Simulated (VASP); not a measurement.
Wanted: the native input for a VASP 6.6.1 run.

```yaml
Task: single point
Functional: PBEsol
Potentials_or_basis: VASP PAW PBE potentials, release 64 (Te, Sn_d)
Cutoff: 520 eV
k_mesh: 7 × 7 × 7
Occupations: fermi-dirac, width 0.05 eV
Spin: no spin polarisation
Dipole_correction: no
Further_INCAR_settings: ALGO = Normal; EDIFF = 1e-06; NBANDS = 17
```

The structure of SnTe lies in POSCAR:

```
SnTe
1.0
   -0.0315085000      3.1508500000      3.1508500000
    3.1508500000     -0.0315085000      3.1508500000
    3.1193415000      3.1193415000      0.0000000000
Te Sn
1 1
Direct
    0.5000000000      0.5000000000      0.5000000000
    0.0000000000      0.0000000000      0.0000000000
```

One way to write it, as run:

INCAR

```
PREC = Accurate
ENCUT = 520
EDIFF = 1E-6
ISMEAR = -1
SIGMA = 0.05
LREAL = False
LASPH = True
NELM = 80
ALGO = Normal
ISIF = 2
LWAVE = False
LCHARG = False
GGA = PS
NBANDS = 17
```

KPOINTS

```
Automatic mesh
0
Gamma
  7 7 7
```

Potentials or basis: VASP PAW PBE potentials, release 64 (Te, Sn_d).

Launch:

```console
$ cat potpaw_PBE.64/Te/POTCAR potpaw_PBE.64/Sn_d/POTCAR > POTCAR
$ mpirun -np 1 vasp_std > vasp.out
```

Results of the run:

The pressure is -0.4 GPa and the band gap on the k mesh is 0.55 eV, indirect (least direct gap 0.64 eV).

Caveat: the PAW data sets were made with another functional, which shifts forces and pressure a little; spin-orbit coupling is left out, which moves the levels of the heavy elements.

It took 26 s on 1 thread of Intel(R) Xeon(R) 6975P-C (Granite Rapids) (shared host), peak memory 0.24 GiB.
